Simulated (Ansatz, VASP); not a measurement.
**RbAl2: VASP beside Ansatz**

```xyz
3
Lattice="5.2156 0.0000 0.0000 0.0000 5.2156 0.0000 0.0000 0.0000 4.8112" Properties=species:S:1:pos:R:3 pbc="T T T"
Rb    2.6078    2.6078    2.4056
Al    0.0000    0.0000    1.1971
Al    0.0000    0.0000    3.6141
```

Alike in both runs: functional PBE; k mesh 4 × 4 × 4; occupations gaussian, width 0.1 eV; no spin polarisation.

Ansatz relaxed the structure, and its values are those at the end. VASP's run is a single point on that final structure, the one shown.

|  | VASP | Ansatz |
| --- | --- | --- |
| version | VASP 6.6.1 | Ansatz 0.2.0 |
| potentials or method | VASP PAW PBE potentials, release 64 (Rb_sv, Al), cutoff 520 eV | scalar-relativistic, plane waves, PAW |
| valence electrons in the cell | 15 | 15 |

|  | VASP | Ansatz | Ansatz less VASP |
| --- | --- | --- | --- |
| gap on the k mesh at the Fermi level (eV) | none | none | - |
| pressure (GPa) | 0.1 | 0.1 | 0.00 |
| rms of the force components (eV/Å) | 0.014 | 0.014 | +0.0003 |

A gap of «none» marks a metal or a gap that the smearing closes. The functional is the same, so the differences come from potentials, cutoffs and numerics.
